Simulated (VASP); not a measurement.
# InGaAs2 (P-4m2) in VASP: notebook

Runs on InGaAs2. Level: PBEsol. Tasks: relaxation of cell and atoms, single point.

Program: VASP 6.6.1. These are calculated values, not measurements. Logs are shortened: lines on timing, memory, paths and dates and some standing lists are left out, and cuts for length are marked.

## Step 1: The cell of the first run

Symmetry: P-4m2, No. 115, tetragonal system. Conventional cell: a = 4.044 Å, b = 4.044 Å, c = 5.766 Å, α = 90.00°, β = 90.00°, γ = 90.00°. Within 3.4 Å of In (site symmetry -4m2) lie 4 As at 2.55 Å. Within 3.2 Å of Ga (site symmetry -4m2) lie 4 As at 2.42 Å. Within 3.2 Å of As (site symmetry 2mm) lie 2 Ga at 2.42 Å and 2 In at 2.55 Å.

## Step 2: Relaxation of cell and atoms, PBEsol, target pressure 5 GPa, at which the enthalpy is minimised

The input, INCAR:

```
PREC = Accurate
ENCUT = 600
EDIFF = 1E-6
ISMEAR = 0
SIGMA = 0.1
LREAL = False
LASPH = True
NELM = 80
ALGO = Normal
ISIF = 3
LWAVE = False
LCHARG = False
GGA = PS
IBRION = 2
NSW = 70
EDIFFG = -0.008
PSTRESS = 50.0
```

The input, KPOINTS:

```
regular mesh
0
Gamma
  10 10 8
```

The input, POSCAR:

```
InGaAs2
1.0
    4.0437268331      0.0000000000      0.0000000000
    0.0000000000      4.0437268331      0.0000000000
    0.0000000000      0.0000000000      5.7663777418
In Ga As
1 1 2
Direct
    0.0000000000      0.0000000000      0.5000000000
    0.5000000000      0.5000000000      0.0000000000
    0.5000000000      0.0000000000      0.7701471808
    0.0000000000      0.5000000000      0.2298528192
```

Potentials or basis: VASP PAW PBE potentials, release 64 (In_d, Ga_d, As).

On the command line:

```
$ cat potpaw_PBE.64/In_d/POTCAR potpaw_PBE.64/Ga_d/POTCAR potpaw_PBE.64/As/POTCAR > POTCAR
$ mpirun -np 1 vasp_std > vasp.out
```

OUTCAR:

```text
PREC = Accurate
   ENCUT = 600
   EDIFF = 1E-6
   ISMEAR = 0
   LREAL = False
   LASPH = True
   NELM = 80
   ISIF = 3
   GGA = PS
   IBRION = 2
   NSW = 70
   EDIFFG = -0.008
   PSTRESS = 50.0

 ion  position               nearest neighbor table
   1  0.000  0.000  0.500-   3 2.55   4 2.55   4 2.55   3 2.55
   2  0.500  0.500  0.000-   3 2.42   4 2.42   3 2.42   4 2.42
   3  0.500  0.000  0.770-   2 2.42   2 2.42   1 2.55   1 2.55
   4  0.000  0.500  0.230-   2 2.42   2 2.42   1 2.55   1 2.55

  LATTYP: Found a simple tetragonal cell.
 ALAT       =     4.0437268331
 C/A-ratio  =     1.4260057565

  Lattice vectors:

 A1 = (   4.0437268331,   0.0000000000,   0.0000000000)
 A2 = (   0.0000000000,   4.0437268331,   0.0000000000)
 A3 = (   0.0000000000,   0.0000000000,   5.7663777418)

Analysis of symmetry for initial positions (statically):
=====================================================================
 Subroutine PRICEL returns:
 Original cell was already a primitive cell.

 Routine SETGRP: Setting up the symmetry group for a
 simple tetragonal supercell.

 Subroutine GETGRP returns: Found  8 space group operations
 (whereof  8 operations were pure point group operations)
 out of a pool of 16 trial point group operations.

The static configuration has the point symmetry D_2d.

Analysis of symmetry for dynamics (positions and initial velocities):
=====================================================================
 Subroutine PRICEL returns:
 Original cell was already a primitive cell.

 Routine SETGRP: Setting up the symmetry group for a
 simple tetragonal supercell.

 Subroutine GETGRP returns: Found  8 space group operations
 (whereof  8 operations were pure point group operations)
 out of a pool of 16 trial point group operations.

The dynamic configuration has the point symmetry D_2d.

 Subroutine INISYM returns: Found  8 space group operations
 (whereof  8 operations are pure point group operations),
 and found     1 'primitive' translations

----------------------------------------------------------------------------------------

                                     Primitive cell

  volume of cell :      94.2902

  direct lattice vectors                    reciprocal lattice vectors
     4.043726833  0.000000000  0.000000000     0.247296625  0.000000000  0.000000000
     0.000000000  4.043726833  0.000000000     0.000000000  0.247296625  0.000000000
     0.000000000  0.000000000  5.766377742     0.000000000  0.000000000  0.173419093

  length of vectors
     4.043726833  4.043726833  5.766377742     0.247296625  0.247296625  0.173419093

  position of ions in fractional coordinates (direct lattice)
     0.000000000  0.000000000  0.500000000
     0.500000000  0.500000000  0.000000000
     0.500000000  0.000000000  0.770147181
     0.000000000  0.500000000  0.229852819

  ion indices of the primitive-cell ions
   primitive index   ion index
                 1           1
                 2           2
                 3           3
                 4           4

----------------------------------------------------------------------------------------

 KPOINTS: regular mesh

Automatic generation of k-mesh.
 Grid dimensions read from file:
 generate k-points for:   10   10    8

 Generating k-lattice:

  Cartesian coordinates                     Fractional coordinates (reciprocal lattice)
     0.024729663  0.000000000  0.000000000     0.100000000  0.000000000  0.000000000
     0.000000000  0.024729663  0.000000000     0.000000000  0.100000000  0.000000000
     0.000000000  0.000000000  0.021677387     0.000000000  0.000000000  0.125000000

  Length of vectors
     0.024729663  0.024729663  0.021677387

  Shift w.r.t. Gamma in fractional coordinates (k-lattice)
     0.000000000  0.000000000  0.000000000

 Subroutine IBZKPT returns following result:
 ===========================================

 Found    105 irreducible k-points:

 Following reciprocal coordinates:
            Coordinates               Weight
  0.000000  0.000000  0.000000      1.000000
  0.100000  0.000000  0.000000      4.000000
  0.200000  0.000000  0.000000      4.000000
  0.300000  0.000000  0.000000      4.000000
  0.400000  0.000000  0.000000      4.000000
  0.500000  0.000000  0.000000      2.000000
[... 16 lines left out ...]
  0.100000  0.000000  0.125000      8.000000
  0.200000  0.000000  0.125000      8.000000
 [... further k-points ...]
   k-points           NKPTS =    105   k-points in BZ     NKDIM =    105   number of bands    NBANDS=     22
   number of dos      NEDOS =    301   number of ions     NIONS =      4
   total plane-waves  NPLWV =  49152
   dimension x,y,z NGX =    32 NGY =   32 NGZ =   48
   dimension x,y,z NGXF=    64 NGYF=   64 NGZF=   96
   ions per type =               1   1   2
   NGX,Y,Z   is equivalent  to a cutoff of  13.16, 13.16, 13.84 a.u.
   NGXF,Y,Z  is equivalent  to a cutoff of  26.31, 26.31, 27.68 a.u.
 SYSTEM =  unknown system
   PREC   = accura    normal or accurate (medium, high low for compatibility)
   ISTART =      0    job   : 0-new  1-cont  2-samecut
   ICHARG =      2    charge: 1-file 2-atom 10-const
   ISPIN  =      1    spin polarized calculation?
   LNONCOLLINEAR =      F non collinear calculations
   LSORBIT =      F    spin-orbit coupling
   LASPH  =      T    aspherical Exc in radial PAW
   ENCUT  =  600.0 eV  44.10 Ry    6.64 a.u.   8.08  8.08 11.52*2*pi/ulx,y,z
   NELM   =     80;   NELMIN=  2; NELMDL= -5     # of ELM steps
   EDIFF  = 0.1E-05   stopping-criterion for ELM
   LREAL  =      F    real-space projection
   EDIFFG = -.8E-02   stopping-criterion for IOM
   NSW    =     70    number of steps for IOM
   IBRION =      2    ionic relax: 0-MD 1-quasi-New 2-CG
   NFREE  =      1    steps in history (QN), initial steepest desc. (CG)
   ISIF   =      3    stress and relaxation
   ISYM   =      2    0-nonsym 1-usesym 2-fastsym
   POTIM  = 0.5000    time-step for ionic-motion
   TEBEG  =    0.0;   TEEND  =   0.0 temperature during run
   PSTRESS=   50.0 pullay stress
   NELECT =      36.0000    total number of electrons
   NUPDOWN=      -1.0000    fix difference up-down
   EMIN   =  10.00;   EMAX   =-10.00  energy-range for DOS
   EFERMI =   0.00;   METHOD = LEGACY
   ISMEAR =     0;   SIGMA  =   0.10  broadening in eV -4-tet -1-fermi 0-gaus
   EFERMI_NEDOS =   21; number of points for ismear=-14 and -15
   IALGO  =     38    algorithm
   IMIX   =      4    mixing-type and parameters
     AMIX     =   0.40;   BMIX     =  1.00
     AMIX_MAG =   1.60;   BMIX_MAG =  1.00
  volume/ion in A,a.u.               =      23.57       159.08
  Fermi-wavevector in a.u.,A,eV,Ry     =   1.187645  2.244324 19.191037  1.410501
  Thomas-Fermi vector in A             =   2.323792
   LORBIT       =      0    0 simple, 1 ext, 2 COOP (PROOUT), +10 PAW based schemes
   GGA     = PS    functional components
   LHFCALC =     F    Hartree Fock is set to
   AEXX    =    0.0000 exact exchange contribution
   IVDW    =     0    specifies the selected vdW correction
   LEPSILON=     F    determine dielectric tensor
   LRPA    =     F    only Hartree local field effects (RPA)
 conjugate gradient relaxation of ions
 non-spin polarized calculation
 Gauss-broadening in eV      SIGMA  =   0.10
  energy-cutoff  :      600.00
  volume of cell :       94.29
 maximum number of plane-waves:      3178
   NGX = 17   NGY = 17   NGZ = 23

--------------------------------------- Ionic step        1  -------------------------------------------

 number of electron      36.0000015 magnetization

 Free energy of the ion-electron system (eV)
  ---------------------------------------------------
  ext. energy  EPLUGINS =         0.00000000
  ---------------------------------------------------
  free energy    TOTEN  =       -17.38822044 eV

  energy without entropy =      -17.38816950  energy(sigma->0) =      -17.38819497

------------------------ aborting loop because EDIFF is reached ----------------------------------------

  FORCE on cell =-STRESS in cart. coord.  units (eV):
  Direction    XX          YY          ZZ          XY          YZ          ZX
  --------------------------------------------------------------------------------------
  -------------------------------------------------------------------------------------
  Total        3.1853694      3.1853694      3.2182204      0.0000000      0.0000000      0.0000000
  in kB       54.1257184     54.1257184     54.6839230      0.0000000      0.0000000      0.0000000
  external PRESSURE =       4.3117866 kB  Pullay stress =      50.0000000 kB

 VOLUME and BASIS-vectors are now :
 -----------------------------------------------------------------------------
  energy-cutoff  :      600.00
  volume of cell :       94.29
      direct lattice vectors                 reciprocal lattice vectors
     4.043726833  0.000000000  0.000000000     0.247296625  0.000000000  0.000000000
     0.000000000  4.043726833  0.000000000     0.000000000  0.247296625  0.000000000
     0.000000000  0.000000000  5.766377742     0.000000000  0.000000000  0.173419093
[... 130 lines left out ...]
  FREE ENERGIE OF THE ION-ELECTRON SYSTEM (eV)
  ---------------------------------------------------
  free  energy   TOTEN  =       -17.4040870152 eV

  energy  without entropy=      -17.4040125413  energy(sigma->0) =      -17.40404978

  enthalpy is  TOTEN    =       -14.4463072911 eV   P V=        2.9577797241

--------------------------------------- Ionic step        5  -------------------------------------------

 number of electron      36.0000013 magnetization

 Free energy of the ion-electron system (eV)
  ---------------------------------------------------
  ext. energy  EPLUGINS =         0.00000000
  ---------------------------------------------------
  free energy    TOTEN  =       -17.40372118 eV

  energy without entropy =      -17.40364640  energy(sigma->0) =      -17.40368379

 E-fermi :   4.8981     XC(G=0):  -9.7739

 val. band max:        4.7689154180   @ k =   0.0000   0.0000   0.0000
 cond. band min:       4.9877656798   @ k =   0.0000   0.0000   0.0000
 fundamental gap:      0.2188502618
 Fermi energy:         4.8980817204

 k-point     1 :       0.0000    0.0000    0.0000
  band No.  band energies     occupation
      1     -10.2886      2.00000
      2     -10.1894      2.00000
      3     -10.1894      2.00000
      4     -10.1468      2.00000
      5     -10.1097      2.00000
      6      -9.8546      2.00000
[... 14 lines left out ...]
     21       6.5348      0.00000
     22       8.5340      0.00000
[... 552 lines left out ...]
  band No.  band energies     occupation
      1     -10.2788      2.00000
      2     -10.2068      2.00000
      3     -10.1878      2.00000
      4     -10.1414      2.00000
      5     -10.1130      2.00000
      6      -9.8437      2.00000
[... 14 lines left out ...]
     21       8.3352      0.00000
     22       8.9989      0.00000

 [... further k-points ...]

------------------------ aborting loop because EDIFF is reached ----------------------------------------

  FORCE on cell =-STRESS in cart. coord.  units (eV):
  Direction    XX          YY          ZZ          XY          YZ          ZX
  --------------------------------------------------------------------------------------
  -------------------------------------------------------------------------------------
  Total        2.9438702      2.9438702      2.9623803      0.0000000      0.0000000      0.0000000
  in kB       49.7716358     49.7716358     50.0845842      0.0000000      0.0000000      0.0000000
  external PRESSURE =      -0.1240481 kB  Pullay stress =      50.0000000 kB

 VOLUME and BASIS-vectors are now :
 -----------------------------------------------------------------------------
  energy-cutoff  :      600.00
  volume of cell :       94.76
      direct lattice vectors                 reciprocal lattice vectors
     4.049845743  0.000000000  0.000000000     0.246922985  0.000000000 -0.000000000
     0.000000000  4.049845743  0.000000000     0.000000000  0.246922985  0.000000000
     0.000000000  0.000000000  5.777904519    -0.000000000  0.000000000  0.173073127

 POSITION                                       TOTAL-FORCE (eV/Angst)
 -----------------------------------------------------------------------------------
      4.04985      0.00000      2.88895         0.000000      0.000000      0.000000
      2.02492      2.02492      0.00000        -0.000000     -0.000000      0.000000
      2.02492      0.00000      4.45216         0.000000      0.000000      0.006310
      0.00000      2.02492      1.32574        -0.000000      0.000000     -0.006310
 -----------------------------------------------------------------------------------
    total drift:                                0.000000     -0.000000     -0.000000

  FREE ENERGIE OF THE ION-ELECTRON SYSTEM (eV)
  ---------------------------------------------------
  free  energy   TOTEN  =       -17.4037211751 eV

  energy  without entropy=      -17.4036464040  energy(sigma->0) =      -17.40368379

  enthalpy is  TOTEN    =       -14.4463438031 eV   P V=        2.9573773720

 reached required accuracy - stopping structural energy minimisation
```

Wall time 4.1 min (1 thread of AMD EPYC 9R45 (Zen 5), shared host); peak memory 0.41 GiB.

What came out:

```yaml
Free_energy: -17.4037 eV
Relaxed_volume: 23.69 Å³/atom
Relaxed_cell: a = 4.050 Å, b = 4.050 Å, c = 5.778 Å, α = 90.00°, β = 90.00°, γ = 90.00°
Space_group_after_relaxing_to_0.05_Å: P-4m2 (No. 115)
Energy_change_on_relaxing_the_enthalpy_is_what_falls: -3.9 meV/atom
Ionic_steps: 5
Pressure_after_relaxing: 5.0 GPa
Largest_force_after_relaxing: 0.006 eV/Å
Band_gap_on_the_k_mesh: 0.22 eV, direct
```

Forces in eV/Å, atoms in the order of the input:
```
In   0.000  0.000  0.000
Ga   0.000  0.000  0.000
As   0.000  0.000  0.006
As   0.000  0.000 -0.006
```

The path:
```csv
step,energy change (eV),largest force (eV/Å),pressure (GPa),volume (Å³)
1,0.0000,0.0438,5.43,94.29
2,-0.0273,0.0047,4.61,95.16
3,-0.0153,0.0225,5.00,94.76
4,-0.0159,0.0216,4.95,94.78
5,-0.0155,0.0063,4.99,94.76
```

Final structure:
```cif
data_structure
_symmetry_space_group_name_H-M 'P 1'
_symmetry_Int_Tables_number 1
_cell_length_a 4.0498
_cell_length_b 4.0498
_cell_length_c 5.7779
_cell_angle_alpha 90.000
_cell_angle_beta 90.000
_cell_angle_gamma 90.000
_cell_volume 94.76
loop_
_atom_site_label
_atom_site_type_symbol
_atom_site_fract_x
_atom_site_fract_y
_atom_site_fract_z
_atom_site_occupancy
In1 In 0.00000 0.00000 0.50000 1
Ga1 Ga 0.50000 0.50000 0.00000 1
As1 As 0.50000 0.00000 0.77055 1
As2 As 0.00000 0.50000 0.22945 1
```

Levels at points of the mesh, in eV from the valence-band top:
| k point | band 16 | band 17 | band 18 | band 19 | band 20 | band 21 |
| --- | --- | --- | --- | --- | --- | --- |
| (0.00, 0.00, 0.00) | -0.23 | 0.00 | 0.00 | 0.22 | 1.37 | 1.77 |
| (0.50, 0.00, 0.00) | -3.29 | -1.62 | -0.95 | 2.11 | 3.26 | 4.87 |
| (0.50, 0.50, 0.00) | -2.77 | -2.77 | -2.58 | 1.22 | 1.22 | 1.50 |
| (0.00, 0.00, 0.50) | -2.12 | -1.37 | -1.37 | 1.83 | 1.83 | 2.85 |
| (0.50, 0.00, 0.50) | -1.24 | -1.21 | -0.84 | 0.68 | 1.20 | 4.18 |
| (0.50, 0.50, 0.50) | -3.52 | -3.45 | -3.45 | 4.36 | 4.36 | 4.47 |

Caveat: the cell is relaxed towards a set pressure, so the enthalpy falls and the energy may rise; the PAW data sets were made with another functional, which shifts forces and pressure a little; spin-orbit coupling is left out, which moves the levels of the heavy elements. A k mesh can miss the band edges.

## Step 3: Single point, PBEsol (uniaxial strain along c: -1.0 %)

The input, INCAR:

```
PREC     = Accurate       # precision mode
ENCUT    = 520            # plane-wave cutoff, eV
EDIFF    = 1E-6           # SCF threshold, eV
ISMEAR   = 0              # smearing method
SIGMA    = 0.1            # smearing width, eV
LREAL    = F              # projectors in reciprocal space
LASPH    = T              # aspherical terms in the spheres
NELM     = 60             # most SCF steps
ALGO     = Normal         # electronic algorithm
ISIF     = 2              # what is computed and relaxed
LWAVE    = F              # write WAVECAR
LCHARG   = T              # write CHGCAR
GGA      = PS             # functional
LELF     = T              # ELF
LVHAR    = T            
NBANDS   = 26             # bands
```

The input, KPOINTS:

```
Automatic mesh
0
Gamma
  12 12 10
```

The input, POSCAR:

```
InGaAs2
1.0
    4.1544765477      0.0000000000      0.0000000000
    0.0000000000      4.1544765477      0.0000000000
    0.0000000000      0.0000000000      5.8449578570
In Ga As
1 1 2
Direct
    0.0000000000      0.0000000000      0.5000000000
    0.5000000000      0.5000000000      0.0000000000
    0.5000000000      0.0000000000      0.7697097067
    0.0000000000      0.5000000000      0.2302902933
```

Potentials or basis: VASP PAW PBE potentials, release 64 (In_d, Ga_d, As).

On the command line:

```
$ cat potpaw_PBE.64/In_d/POTCAR potpaw_PBE.64/Ga_d/POTCAR potpaw_PBE.64/As/POTCAR > POTCAR
$ mpirun -np 1 vasp_std > vasp.out
```

Run time: 4.5 min. Hardware: 1 thread of Intel Xeon 6975P-C, shared host; peak memory 0.57 GiB.

The run converged. Its results:

```yaml
Free_energy: -17.5014 eV
Pressure: 0.4 GPa
Largest_force: 0.011 eV/Å
Band_gap_on_the_k_mesh: zero (filled and empty bands touch)
```

Forces in eV/Å, atoms in the order of the input:
```
In   0.000  0.000  0.000
Ga   0.000  0.000  0.000
As   0.000  0.000  0.011
As   0.000  0.000 -0.011
```

Stress tensor (GPa, compression positive):
```
0.23 0.00 0.00
0.00 0.23 0.00
0.00 0.00 0.80
```

Levels at points of the mesh, in eV from the Fermi level:
| k point | band 16 | band 17 | band 18 | band 19 | band 20 | band 21 |
| --- | --- | --- | --- | --- | --- | --- |
| (0.00, 0.00, 0.00) | -0.19 | -0.18 | -0.06 | -0.06 | 1.39 | 1.67 |
| (0.50, 0.00, 0.00) | -3.02 | -1.56 | -0.96 | 1.93 | 3.00 | 4.77 |
| (0.50, 0.50, 0.00) | -2.55 | -2.55 | -2.37 | 1.34 | 1.34 | 1.55 |
| (0.00, 0.00, 0.50) | -2.00 | -1.33 | -1.33 | 1.73 | 1.83 | 2.73 |
| (0.50, 0.00, 0.50) | -1.13 | -1.09 | -0.85 | 0.50 | 1.02 | 4.23 |
| (0.50, 0.50, 0.50) | -3.26 | -3.19 | -3.19 | 4.27 | 4.35 | 4.37 |

Caveat: the cell differs from its parent crystal (uniaxial strain along c: -1.0 %); the PAW data sets were made with another functional, which shifts forces and pressure a little; spin-orbit coupling is left out, which moves the levels of the heavy elements.

[end of part 1 of 3]
